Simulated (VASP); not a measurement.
# Sn4S in VASP: a series of runs

Sn4S is run at these levels: PBE; tasks: single point, relaxation of cell and atoms.

Everything below comes from runs of VASP 6.6.1. Logs are shortened: lines on timing, memory, paths and dates and some standing lists are left out, and cuts for length are marked.

## (1) The cell of the first run

The structure is cubic, space group I-43m (No. 217). The conventional cell has a = 6.650 Å, b = 6.650 Å, c = 6.650 Å, α = 90.00°, β = 90.00°, γ = 90.00°. Sn (site symmetry 3m) has 2 S at 2.86 to 2.90 Å and 6 Sn at 3.33 Å within 3.8 Å. Within 3.8 Å of S (site symmetry -43m) lie 8 Sn at 2.86 to 2.90 Å.

## (2) Single point, PBE

The input, INCAR:

```
SYSTEM = Sn4S
PREC = Accurate
ENCUT = 520
EDIFF = 1E-7
ISMEAR = 0
SIGMA = 0.1
LREAL = .FALSE.
LASPH = .TRUE.
NELM = 80
ALGO = Normal
ISIF = 2
LWAVE = .FALSE.
LCHARG = .FALSE.
GGA = PE
NBANDS = 39
```

The input, KPOINTS:

```
regular mesh
0
G
  4 4 4
  0 0 0
```

The input, POSCAR:

```
Sn4S
1.0
   -3.3251210302      3.3251210302      3.3251210302
    3.3251210302     -3.3251210302      3.3251210302
    3.3251210302      3.3251210302     -3.3251210302
Sn S
4 1
Direct
    0.0000000000      0.5032434076      0.0000000000
    0.4967565924      0.4967565924      0.4967565924
    0.0000000000      0.0000000000      0.5032434076
    0.5032434076      0.0000000000      0.0000000000
    0.0000000000      0.0000000000      0.0000000000
```

Potentials or basis: VASP PAW PBE potentials, release 64 (Sn_d, S).

Launch:

```
$ cat potpaw_PBE.64/Sn_d/POTCAR potpaw_PBE.64/S/POTCAR > POTCAR
$ mpirun -np 1 vasp_std > vasp.out
```

OUTCAR:

```text
SYSTEM = Sn4S
   PREC = Accurate
   ENCUT = 520
   EDIFF = 1E-7
   ISMEAR = 0
   LREAL = .FALSE.
   LASPH = .TRUE.
   NELM = 80
   ISIF = 2
   GGA = PE

 ion  position               nearest neighbor table
   1  0.000  0.503  0.000-   5 2.86   5 2.90   2 3.33   4 3.33   3 3.33   4 3.33   3 3.33   2 3.33

   2  0.497  0.497  0.497-   5 2.86   5 2.90   1 3.33   4 3.33   1 3.33   3 3.33   4 3.33   3 3.33

   3  0.000  0.000  0.503-   5 2.86   5 2.90   2 3.33   4 3.33   1 3.33   4 3.33   1 3.33   2 3.33

   4  0.503  0.000  0.000-   5 2.86   5 2.90   2 3.33   1 3.33   2 3.33   1 3.33   3 3.33   3 3.33

   5  0.000  0.000  0.000-   1 2.86   2 2.86   3 2.86   4 2.86   1 2.90   3 2.90   4 2.90   2 2.90

  LATTYP: Found a body centered cubic cell.
 ALAT       =     6.6502420604

  Lattice vectors:

 A1 = (  -3.3251210302,   3.3251210302,   3.3251210302)
 A2 = (   3.3251210302,  -3.3251210302,   3.3251210302)
 A3 = (   3.3251210302,   3.3251210302,  -3.3251210302)

Analysis of symmetry for initial positions (statically):
=====================================================================
 Subroutine PRICEL returns:
 Original cell was already a primitive cell.

 Routine SETGRP: Setting up the symmetry group for a
 body centered cubic supercell.

 Subroutine GETGRP returns: Found 24 space group operations
 (whereof 24 operations were pure point group operations)
 out of a pool of 48 trial point group operations.

The static configuration has the point symmetry T_d .

Analysis of symmetry for dynamics (positions and initial velocities):
=====================================================================
 Subroutine PRICEL returns:
 Original cell was already a primitive cell.

 Routine SETGRP: Setting up the symmetry group for a
 body centered cubic supercell.

 Subroutine GETGRP returns: Found 24 space group operations
 (whereof 24 operations were pure point group operations)
 out of a pool of 48 trial point group operations.

The dynamic configuration has the point symmetry T_d .

 Subroutine INISYM returns: Found 24 space group operations
 (whereof 24 operations are pure point group operations),
 and found     1 'primitive' translations

----------------------------------------------------------------------------------------

                                     Primitive cell

  volume of cell :     147.0559

  direct lattice vectors                    reciprocal lattice vectors
    -3.325121030  3.325121030  3.325121030     0.000000000  0.150370466  0.150370466
     3.325121030 -3.325121030  3.325121030     0.150370466  0.000000000  0.150370466
     3.325121030  3.325121030 -3.325121030     0.150370466  0.150370466  0.000000000

  length of vectors
     5.759278566  5.759278566  5.759278566     0.212655953  0.212655953  0.212655953

  position of ions in fractional coordinates (direct lattice)
     0.000000000  0.503243408  0.000000000
     0.496756592  0.496756592  0.496756592
     0.000000000  0.000000000  0.503243408
     0.503243408  0.000000000  0.000000000
     0.000000000  0.000000000  0.000000000

  ion indices of the primitive-cell ions
   primitive index   ion index
                 1           1
                 2           2
                 3           3
                 4           4
                 5           5

----------------------------------------------------------------------------------------

 KPOINTS: regular mesh

Automatic generation of k-mesh.
 Grid dimensions read from file:
 generate k-points for:    4    4    4

 Generating k-lattice:

  Cartesian coordinates                     Fractional coordinates (reciprocal lattice)
     0.000000000  0.037592617  0.037592617     0.250000000  0.000000000  0.000000000
     0.037592617  0.000000000  0.037592617     0.000000000  0.250000000  0.000000000
     0.037592617  0.037592617  0.000000000     0.000000000  0.000000000  0.250000000

  Length of vectors
     0.053163988  0.053163988  0.053163988

  Shift w.r.t. Gamma in fractional coordinates (k-lattice)
     0.000000000  0.000000000  0.000000000

 Subroutine IBZKPT returns following result:
 ===========================================

 Found      8 irreducible k-points:

 Following reciprocal coordinates:
            Coordinates               Weight
  0.000000  0.000000  0.000000      1.000000
  0.250000  0.000000  0.000000     12.000000
  0.500000  0.000000  0.000000      6.000000
  0.250000  0.250000  0.000000     24.000000
  0.250000  0.250000  0.250000      2.000000
 -0.250000  0.250000  0.250000      6.000000
  0.500000  0.500000  0.250000     12.000000
  0.500000  0.500000  0.500000      1.000000
   k-points           NKPTS =      8   k-points in BZ     NKDIM =      8   number of bands    NBANDS=     39
   number of dos      NEDOS =    301   number of ions     NIONS =      5
   total plane-waves  NPLWV = 110592
   dimension x,y,z NGX =    48 NGY =   48 NGZ =   48
   dimension x,y,z NGXF=    96 NGYF=   96 NGZF=   96
   ions per type =               4   1
   NGX,Y,Z   is equivalent  to a cutoff of  13.86, 13.86, 13.86 a.u.
   NGXF,Y,Z  is equivalent  to a cutoff of  27.71, 27.71, 27.71 a.u.
 SYSTEM =  Sn4S
   PREC   = accura    normal or accurate (medium, high low for compatibility)
   ISTART =      0    job   : 0-new  1-cont  2-samecut
   ICHARG =      2    charge: 1-file 2-atom 10-const
   ISPIN  =      1    spin polarized calculation?
   LNONCOLLINEAR =      F non collinear calculations
   LSORBIT =      F    spin-orbit coupling
   LASPH  =      T    aspherical Exc in radial PAW
   ENCUT  =  520.0 eV  38.22 Ry    6.18 a.u.  10.71 10.71 10.71*2*pi/ulx,y,z
   NELM   =     80;   NELMIN=  2; NELMDL= -5     # of ELM steps
   EDIFF  = 0.1E-06   stopping-criterion for ELM
   LREAL  =      F    real-space projection
   EDIFFG = 0.1E-05   stopping-criterion for IOM
   NSW    =      0    number of steps for IOM
   IBRION =     -1    ionic relax: 0-MD 1-quasi-New 2-CG
   NFREE  =      0    steps in history (QN), initial steepest desc. (CG)
   ISIF   =      2    stress and relaxation
   ISYM   =      2    0-nonsym 1-usesym 2-fastsym
   POTIM  = 0.5000    time-step for ionic-motion
   TEBEG  =    0.0;   TEEND  =   0.0 temperature during run
   PSTRESS=    0.0 pullay stress
   NELECT =      62.0000    total number of electrons
   NUPDOWN=      -1.0000    fix difference up-down
   EMIN   =  10.00;   EMAX   =-10.00  energy-range for DOS
   EFERMI =   0.00;   METHOD = LEGACY
   ISMEAR =     0;   SIGMA  =   0.10  broadening in eV -4-tet -1-fermi 0-gaus
   EFERMI_NEDOS =   21; number of points for ismear=-14 and -15
   IALGO  =     38    algorithm
   IMIX   =      4    mixing-type and parameters
     AMIX     =   0.40;   BMIX     =  1.00
     AMIX_MAG =   1.60;   BMIX_MAG =  1.00
  volume/ion in A,a.u.               =      29.41       198.48
  Fermi-wavevector in a.u.,A,eV,Ry     =   1.227565  2.319762 20.502845  1.506917
  Thomas-Fermi vector in A             =   2.362524
   LORBIT       =      0    0 simple, 1 ext, 2 COOP (PROOUT), +10 PAW based schemes
   GGA     = PE    functional components
   LHFCALC =     F    Hartree Fock is set to
   AEXX    =    0.0000 exact exchange contribution
   IVDW    =     0    specifies the selected vdW correction
   LEPSILON=     F    determine dielectric tensor
   LRPA    =     F    only Hartree local field effects (RPA)
 non-spin polarized calculation
 Gauss-broadening in eV      SIGMA  =   0.10
  energy-cutoff  :      520.00
  volume of cell :      147.06
 maximum number of plane-waves:      4012
 NGX is ok and might be reduce to    48

 number of electron      62.0000011 magnetization

 Free energy of the ion-electron system (eV)
  ---------------------------------------------------
  ext. energy  EPLUGINS =         0.00000000
  ---------------------------------------------------
  free energy    TOTEN  =       -18.77765239 eV

  energy without entropy =      -18.76349534  energy(sigma->0) =      -18.77057387

 E-fermi :   6.1896     XC(G=0):  -9.5184

 val. band max:        6.0984226986   @ k =   0.2500   0.2500   0.0000
 cond. band min:       6.3467916770   @ k =  -0.2500   0.2500   0.2500
 fundamental gap:      0.2483689784
 Fermi energy:         6.1896279752

 k-point     1 :       0.0000    0.0000    0.0000
  band No.  band energies     occupation
      1     -15.4193      2.00000
      2     -15.4193      2.00000
      3     -15.4106      2.00000
      4     -15.3362      2.00000
      5     -15.3362      2.00000
      6     -15.3362      2.00000
[... 31 lines left out ...]
     38      11.8706      0.00000
     39      11.8706      0.00000

 k-point     2 :       0.2500    0.0000    0.0000
  band No.  band energies     occupation
      1     -15.4063      2.00000
      2     -15.3894      2.00000
      3     -15.3859      2.00000
      4     -15.3477      2.00000
      5     -15.3201      2.00000
      6     -15.3193      2.00000
[... 31 lines left out ...]
     38      10.6604      0.00000
     39      10.9785      0.00000

 k-point     3 :       0.5000    0.0000    0.0000
  band No.  band energies     occupation
      1     -15.3768      2.00000
      2     -15.3759      2.00000
      3     -15.3508      2.00000
      4     -15.3365      2.00000
      5     -15.3138      2.00000
      6     -15.3123      2.00000
[... 31 lines left out ...]
     38      10.4752      0.00000
     39      11.3668      0.00000

 k-point     4 :       0.2500    0.2500    0.0000
  band No.  band energies     occupation
      1     -15.3805      2.00000
      2     -15.3592      2.00000
      3     -15.3443      2.00000
      4     -15.3434      2.00000
      5     -15.3335      2.00000
      6     -15.3192      2.00000
[... 31 lines left out ...]
     38       9.8145      0.00000
     39      10.5344      0.00000

 k-point     5 :       0.2500    0.2500    0.2500
  band No.  band energies     occupation
      1     -15.3305      2.00000
      2     -15.3144      2.00000
      3     -15.3144      2.00000
      4     -15.3144      2.00000
      5     -15.3037      2.00000
      6     -15.3037      2.00000
[... 31 lines left out ...]
     38       9.0486      0.00000
     39       9.0486      0.00000

 k-point     6 :      -0.2500    0.2500    0.2500
  band No.  band energies     occupation
      1     -15.4140      2.00000
      2     -15.3774      2.00000
      3     -15.3626      2.00000
      4     -15.3626      2.00000
      5     -15.3460      2.00000
      6     -15.3208      2.00000
[... 31 lines left out ...]
     38      11.0413      0.00000
     39      11.0413      0.00000

 k-point     7 :       0.5000    0.5000    0.2500
  band No.  band energies     occupation
      1     -15.3950      2.00000
      2     -15.3945      2.00000
      3     -15.3756      2.00000
      4     -15.3521      2.00000
      5     -15.3464      2.00000
      6     -15.3347      2.00000
[... 31 lines left out ...]
     38      10.5452      0.00000
     39      11.5511      0.00000

 k-point     8 :       0.5000    0.5000    0.5000
  band No.  band energies     occupation
      1     -15.4091      2.00000
      2     -15.4091      2.00000
      3     -15.4091      2.00000
      4     -15.3522      2.00000
      5     -15.3522      2.00000
      6     -15.3522      2.00000
[... 31 lines left out ...]
     38      12.0855      0.00000
     39      12.0855      0.00000

------------------------ aborting loop because EDIFF is reached ----------------------------------------

  FORCE on cell =-STRESS in cart. coord.  units (eV):
  Direction    XX          YY          ZZ          XY          YZ          ZX
  --------------------------------------------------------------------------------------
  -------------------------------------------------------------------------------------
  Total       -0.0617132     -0.0617132     -0.0617132      0.0000000      0.0000000     -0.0000000
  in kB       -0.6723673     -0.6723673     -0.6723673      0.0000000      0.0000000     -0.0000000
  external PRESSURE =      -0.6723673 kB  Pullay stress =       0.0000000 kB

 VOLUME and BASIS-vectors are now :
 -----------------------------------------------------------------------------
  energy-cutoff  :      520.00
  volume of cell :      147.06
      direct lattice vectors                 reciprocal lattice vectors
    -3.325121030  3.325121030  3.325121030     0.000000000  0.150370466  0.150370466
     3.325121030 -3.325121030  3.325121030     0.150370466  0.000000000  0.150370466
     3.325121030  3.325121030 -3.325121030     0.150370466  0.150370466  0.000000000

 POSITION                                       TOTAL-FORCE (eV/Angst)
 -----------------------------------------------------------------------------------
      1.67335     -1.67335      1.67335        -0.009154      0.009154     -0.009154
      1.65178      1.65178      1.65178         0.009154      0.009154      0.009154
      1.67335      1.67335     -1.67335        -0.009154     -0.009154      0.009154
     -1.67335      1.67335      1.67335         0.009154     -0.009154     -0.009154
      0.00000      0.00000      0.00000        -0.000000     -0.000000      0.000000
 -----------------------------------------------------------------------------------
    total drift:                                0.000001      0.000001      0.000002

  FREE ENERGIE OF THE ION-ELECTRON SYSTEM (eV)
  ---------------------------------------------------
  free  energy   TOTEN  =       -18.7776523932 eV

  energy  without entropy=      -18.7634953415  energy(sigma->0) =      -18.77057387
```

It took 44 s on 1 thread of Intel Xeon 6975P-C (Granite Rapids), shared host; peak memory 0.32 GiB.

Results:

```
Free energy            : -18.7777 eV
Pressure               : -0.1 GPa
Largest force          : 0.016 eV/Å
Band gap on the k mesh : zero (band 31 reaches 6.97 eV, above the bottom of band 32 at 5.59 eV)
```

Forces on the atoms (eV/Å):
```
Sn  -0.009  0.009 -0.009
Sn   0.009  0.009  0.009
Sn  -0.009 -0.009  0.009
Sn   0.009 -0.009 -0.009
S    0.000  0.000  0.000
```

Levels at points of the mesh, in eV from the Fermi level:
| k point | band 29 | band 30 | band 31 | band 32 | band 33 | band 34 |
| --- | --- | --- | --- | --- | --- | --- |
| (0.00, 0.00, 0.00) | -1.84 | -1.84 | -1.84 | 1.86 | 1.86 | 1.86 |
| (0.50, 0.00, 0.00) | -1.72 | -1.34 | -0.13 | 0.43 | 0.94 | 0.98 |
| (0.50, 0.50, 0.50) | -1.67 | -1.67 | -0.60 | -0.60 | -0.60 | -0.58 |

Caveat: spin-orbit coupling is left out, which moves the levels of the heavy elements.

## (3) Single point, PBE

INCAR, as its differences from that of step 2:

```diff
@@ -3,3 +3,3 @@
 ENCUT = 520
-EDIFF = 1E-7
+EDIFF = 1E-6
 ISMEAR = 0
```

The input, KPOINTS:

```
Automatic mesh
0
G
  8 8 8
  0 0 0
```

The input, POSCAR:

```
Sn4S
1.0
   -3.3251210302      3.3251210302      3.3251210302
    3.3251210302     -3.3251210302      3.3251210302
    3.3251210302      3.3251210302     -3.3251210302
Sn S
4 1
Direct
    0.0000000000      0.5000000000      0.0000000000
    0.5000000000      0.5000000000      0.5000000000
    0.0000000000      0.0000000000      0.5000000000
    0.5000000000      0.0000000000      0.0000000000
    0.0000000000      0.0000000000      0.0000000000
```

Potentials or basis: VASP PAW PBE potentials, release 64 (Sn_d, S).

Launch:

```
$ cat potpaw_PBE.64/Sn_d/POTCAR potpaw_PBE.64/S/POTCAR > POTCAR
$ mpirun -np 1 vasp_std > vasp.out
```

Run time: 2.7 min. Hardware: 1 thread of Intel Xeon 6975P-C (Granite Rapids), shared host; peak memory 0.37 GiB.

It converged, with:

* Free energy: -18.7935 eV
* Pressure: 0.0 GPa
* Band gap on the k mesh: zero (band 31 reaches 6.98 eV, above the bottom of band 32 at 5.57 eV)

Levels at points of the mesh, in eV from the Fermi level:
```tsv
k point	band 27	band 28	band 29	band 30	band 31	band 32	band 33	band 34	band 35	band 36
(0.00, 0.00, 0.00)	-5.53	-5.53	-1.91	-1.91	-1.91	1.76	1.76	1.76	2.49	2.49
(0.50, 0.00, 0.00)	-2.06	-2.00	-1.80	-1.41	-0.21	0.36	0.81	0.85	1.76	2.43
(0.50, 0.50, 0.50)	-2.97	-1.82	-1.82	-1.82	-0.70	-0.70	-0.70	-0.70	4.76	4.76
```

Caveat: spin-orbit coupling is left out, which moves the levels of the heavy elements.

## (4) Relaxation of cell and atoms, PBE

The input, INCAR:

```
PREC     = Accurate       # precision mode
ENCUT    = 600            # plane-wave cutoff, eV
EDIFF    = 1E-7           # SCF threshold, eV
ISMEAR   = 0              # smearing method
SIGMA    = 0.1            # smearing width, eV
LREAL    = F              # projectors in reciprocal space
LASPH    = T              # aspherical terms in the spheres
NELM     = 100            # most SCF steps
ALGO     = Normal         # electronic algorithm
ISIF     = 3              # what is computed and relaxed
LWAVE    = F              # write WAVECAR
LCHARG   = F              # write CHGCAR
GGA      = PE             # functional
IBRION   = 2              # ionic algorithm
NSW      = 100            # ionic steps
EDIFFG   = -0.01          # ionic threshold
```

The input, KPOINTS:

```
Automatic mesh
0
Gamma
  8 8 8
```

POSCAR is that of step 3.

Launch:

```
$ cat potpaw_PBE.64/Sn_d/POTCAR potpaw_PBE.64/S/POTCAR > POTCAR
$ mpirun -np 1 vasp_std > vasp.out
```

Run time: 3.5 min. Hardware: 1 thread of Intel Xeon 6975P-C, shared host; peak memory 0.4 GiB.

The run converged. Its results:

```
Free energy             : -18.7940 eV
Pressure after relaxing : 0.0 GPa
Band gap on the k mesh  : zero (band 31 reaches 6.98 eV, above the bottom of band 32 at 5.57 eV)
```

Final structure:
```cif
data_structure
_symmetry_space_group_name_H-M 'P 1'
_symmetry_Int_Tables_number 1
_cell_length_a 5.7593
_cell_length_b 5.7593
_cell_length_c 5.7593
_cell_angle_alpha 109.471
_cell_angle_beta 109.471
_cell_angle_gamma 109.471
_cell_volume 147.06
loop_
_atom_site_label
_atom_site_type_symbol
_atom_site_fract_x
_atom_site_fract_y
_atom_site_fract_z
_atom_site_occupancy
Sn1 Sn 0.00000 0.50000 0.00000 1
Sn2 Sn 0.50000 0.50000 0.50000 1
Sn3 Sn 0.00000 0.00000 0.50000 1
Sn4 Sn 0.50000 0.00000 0.00000 1
S1 S 0.00000 0.00000 0.00000 1
```

Levels at points of the mesh, in eV from the Fermi level:
| k point | band 29 | band 30 | band 31 | band 32 | band 33 | band 34 |
| --- | --- | --- | --- | --- | --- | --- |
| (0.00, 0.00, 0.00) | -1.91 | -1.91 | -1.91 | 1.76 | 1.76 | 1.76 |
| (0.50, 0.00, 0.00) | -1.80 | -1.41 | -0.21 | 0.36 | 0.81 | 0.85 |
| (0.50, 0.50, 0.50) | -1.82 | -1.82 | -0.70 | -0.70 | -0.70 | -0.70 |

Caveat: the relaxation stopped at its first step, so nothing moved; spin-orbit coupling is left out, which moves the levels of the heavy elements.

## (5) The runs side by side

| task | cell | k mesh | cutoff (eV) | gap on the mesh (eV) | pressure (GPa) |
| --- | --- | --- | --- | --- | --- |
| single point | as given | 4 × 4 × 4 | 520 | none | -0.1 |
| single point | as given | 8 × 8 × 8 | 520 | none | 0.0 |
| relaxation of cell and atoms | relaxed | 8 × 8 × 8 | 600 | none | 0.0 |

Some of these runs hold the atoms at other places in the same cell, which the table doesn't show; runs alike in all that it shows share one row.

Alike in all rows: level PBE; potentials or basis VASP PAW PBE potentials, release 64 (Sn_d, S); no spin polarisation; smearing gaussian 0.1 eV.

Caveats: spin-orbit coupling is left out, which moves the levels of the heavy elements; the relaxation stopped at its first step, so nothing moved (some runs).

Absolute energies hang on the potentials; compare differences alone.
